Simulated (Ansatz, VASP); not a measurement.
Two plane-wave programs on Fe

```
CELL_PARAMETERS angstrom
-1.38080 1.38080 1.38080
1.38080 -1.38080 1.38080
1.38080 1.38080 -1.38080
ATOMIC_POSITIONS crystal
Fe 0.00000 0.00000 0.00000
```

Alike in both runs: task single point; functional PBE; k mesh 16 × 16 × 16; no spin polarisation.

|  | VASP | Ansatz |
| --- | --- | --- |
| version | VASP 6.6.1 | Ansatz 0.2.0 |
| potentials or method | VASP PAW PBE potentials, release 64 (Fe), cutoff 600 eV | plane waves (420 eV) with PAW, scalar-relativistic |
| occupations | methfessel-paxton of order 1, width 0.2 eV | cold, width 0.2 eV |
| valence electrons in the cell | 8 | 16 |

|  | VASP | Ansatz | Ansatz less VASP |
| --- | --- | --- | --- |
| pressure (GPa) | -1.7 | -1.0 | +0.73 |

VASP's potentials hold 8 valence electrons a cell and Ansatz's 16, so a difference there can come from the potentials and not from the codes.
